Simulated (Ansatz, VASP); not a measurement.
One calculation of Ta, two programs

File INCAR:

```
SYSTEM = Ta
PREC     = Accurate       ! precision mode
ENCUT    = 520            ! plane-wave cutoff, eV
EDIFF    = 1E-6           ! SCF threshold, eV
ISMEAR   = 0              ! smearing method
SIGMA    = 0.15           ! smearing width, eV
LREAL    = .False.        ! projectors in reciprocal space
LASPH    = .True.         ! aspherical terms in the spheres
NELM     = 80             ! most SCF steps
ALGO     = Fast           ! electronic algorithm
ISIF     = 2              ! what is computed and relaxed
LWAVE    = .False.        ! write WAVECAR
LCHARG   = .False.        ! write CHGCAR
GGA      = PE             ! functional
NBANDS   = 12             ! bands
```

File KPOINTS:

```
Automatic mesh
0
Gamma
  18 18 18
  0 0 0
```

POSCAR

```
Ta
1.0
   -1.8420267615      1.6594835689      1.5972529351
    1.8420267615     -1.6594835689      1.5972529351
    1.8420267615      1.6594835689     -1.5972529351
Ta
1
Direct
    0.0000000000      0.0000000000      0.0000000000
```

Input for Ansatz:

```yaml
crystal:
  lattice:
    - [-1.8420267615, 1.6594835689, 1.5972529351]
    - [1.8420267615, -1.6594835689, 1.5972529351]
    - [1.8420267615, 1.6594835689, -1.5972529351]
  atoms:
    - { symbol: Ta, position: [0.0, 0.0, 0.0] }
basis:
  ecutwfc: 420
kpoints:
  mp_grid: { grid: [18, 18, 18] }
hamiltonian:
  xc: pbe
  pseudopotentials: { kind: paw, azcp: { folder: soft_1 } }
scf:
  occupations: { method: gaussian, width: 0.15 }
output:
  forces: true
  stress: true
  eigenvalues: true
  write_density: true
  write_potential: true
  elf: true
  volumetric_format: npy
```

Change from the starting cell: normal strain along x +0.1100, normal strain along z -0.0375.

Alike in both runs: task single point; functional PBE; k mesh 18 × 18 × 18; occupations gaussian, width 0.15 eV; no spin polarisation.

```csv
,VASP,Ansatz
version,VASP 6.6.1,Ansatz 0.2.0
potentials or method,"VASP PAW PBE potentials, release 64 (Ta_pv), cutoff 520 eV","scalar-relativistic, plane waves, PAW"
valence electrons in the cell,11,13
```

Ansatz gave:

| Property | Result |
| --- | --- |
| gap on the k mesh at the Fermi level (eV) | none |
| pressure (GPa) | -10.1 |
| traceless stress, the component that is largest in VASP (GPa) | -5.82 |

Question: Estimate VASP's values.

Answer: gap on the k mesh at the Fermi level (eV): none; pressure (GPa): -10.1; traceless stress, the component that is largest in VASP (GPa): -5.83.

A gap of «none» marks a metal or a gap that the smearing closes. With one functional, cell and mesh, what is left measures potentials, basis and numerics. VASP's potentials hold 11 valence electrons a cell and Ansatz's 13, so a difference there can come from the potentials and not from the codes.

Spin-orbit coupling is off throughout.
